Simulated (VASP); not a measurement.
Crystal: BN.

```
B N
1.0
     0.00000    3.49532    2.16609
     1.25163    0.00000    2.16609
     1.25163    3.49532    0.00000
B N
1 1
Cartesian
  1.2516 3.4953 0.0002
  1.2516 3.4953 2.8881
```

Base run:

| Property | Result |
| --- | --- |
| Program | VASP 6.6.1 |
| Functional | PBE |
| Potentials or basis | VASP PAW PBE potentials, release 64 (B, N) |
| Cutoff | 520 eV |
| k mesh | 12 × 12 × 12 |
| Occupations | gaussian, width 0.2 eV |
| Spin | no spin polarisation |

Its results: band gap on the k mesh 3.85 eV, indirect (least direct gap 4.55 eV); pressure 3.3 GPa; largest force 0.010 eV/Å.

Task: After a change of settings the same cell gave: band gap on the k mesh 4.01 eV, indirect (least direct gap 4.73 eV); pressure 10.2 GPa; largest force 0.003 eV/Å. Which change was it?
A. occupations from gaussian, width 0.2 eV to gaussian, width 0.02 eV; further incar settings from ALGO = Normal; EDIFF = 1e-06; NBANDS = 11 to ALGO = Normal; EDIFF = 1e-07; NBANDS = 11
B. occupations from gaussian, width 0.2 eV to fermi-dirac, width 1.55 eV
C. k mesh from 12 × 12 × 12 to 6 × 6 × 6; occupations from gaussian, width 0.2 eV to gaussian, width 0.02 eV
D. occupations from gaussian, width 0.2 eV to tetrahedron

Result: B.
